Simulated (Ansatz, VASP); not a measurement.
## Sc2AlF3: VASP beside Ansatz

The input INCAR:

```
SYSTEM = Sc2AlF3
ALGO = Normal
EDIFF = 1E-7
ENCUT = 520
GGA = PE
ISIF = 2
ISMEAR = 0
LASPH = .TRUE.
LCHARG = .FALSE.
LREAL = .FALSE.
LWAVE = .FALSE.
NBANDS = 32
NELM = 60
PREC = Accurate
SIGMA = 0.1
```

File KPOINTS:

```
k-points
0
G
  6 6 2
  0 0 0
```

POSCAR

```
Sc2AlF3
1.0
    3.8695150700      0.0000000000      0.0000000000
   -1.9347575400      3.3510983500      0.0000000000
    0.0000000000      0.0000000000      7.8102528600
Sc Al F
2 1 3
Direct
    0.6666666700      0.3333333300      0.2494100000
    0.6666666700      0.3333333300      0.7505900000
    0.0000000000      0.0000000000      0.0000000000
    0.0000000000      0.0000000000      0.5000000000
    0.3333333300      0.6666666700      0.0000000000
    0.3333333300      0.6666666700      0.5000000000
```

Input for Ansatz:

```yaml
crystal:
  lattice:
    - [3.86951507, 0.0, 0.0]
    - [-1.93475754, 3.35109835, 0.0]
    - [0.0, 0.0, 7.81025286]
  atoms:
    - { symbol: Sc, position: [0.66666667, 0.33333333, 0.24941] }
    - { symbol: Sc, position: [0.66666667, 0.33333333, 0.75059] }
    - { symbol: Al, position: [0.0, 0.0, 0.0] }
    - { symbol: F, position: [0.0, 0.0, 0.5] }
    - { symbol: F, position: [0.33333333, 0.66666667, 0.0] }
    - { symbol: F, position: [0.33333333, 0.66666667, 0.5] }
basis:
  ecutwfc: 420
kpoints:
  mp_grid: { grid: [6, 6, 2] }
hamiltonian:
  xc: pbe
scf:
  occupations: { method: gaussian, width: 0.1 }
  lower_state_search: "off"
output:
  forces: true
  stress: true
  eigenvalues: true
```

Change from the starting cell: species swapped into the La2Al3Ge type (P-6m2, No. 187).

Alike in both runs: task single point; functional PBE; k mesh 6 × 6 × 2; occupations gaussian, width 0.1 eV; no spin polarisation.

```csv
,VASP,Ansatz
version,VASP 6.6.1,Ansatz 0.2.0
potentials or method,"VASP PAW PBE potentials, release 64 (Sc_sv, Al, F), cutoff 520 eV","scalar-relativistic, plane waves, PAW"
valence electrons in the cell,46,46
```

Ansatz gave:

| Quantity | Value |
| --- | --- |
| gap on the k mesh at the Fermi level (eV) | none |
| pressure (GPa) | -4.8 |
| traceless stress, the component that is largest in VASP (GPa) | -11.04 |
| rms of the force components (eV/Å) | 0.965 |

**Question.** What did VASP give for the same quantities?

**Answer.** gap on the k mesh at the Fermi level (eV): none; pressure (GPa): -4.9; traceless stress, the component that is largest in VASP (GPa): -11.03; rms of the force components (eV/Å): 0.965.

Atom by atom the forces differ by 0.001 eV/Å (rms over components). A gap of «none» marks a metal or a gap that the smearing closes.

The k mesh is coarse, so the values compare programs but aren't converged.
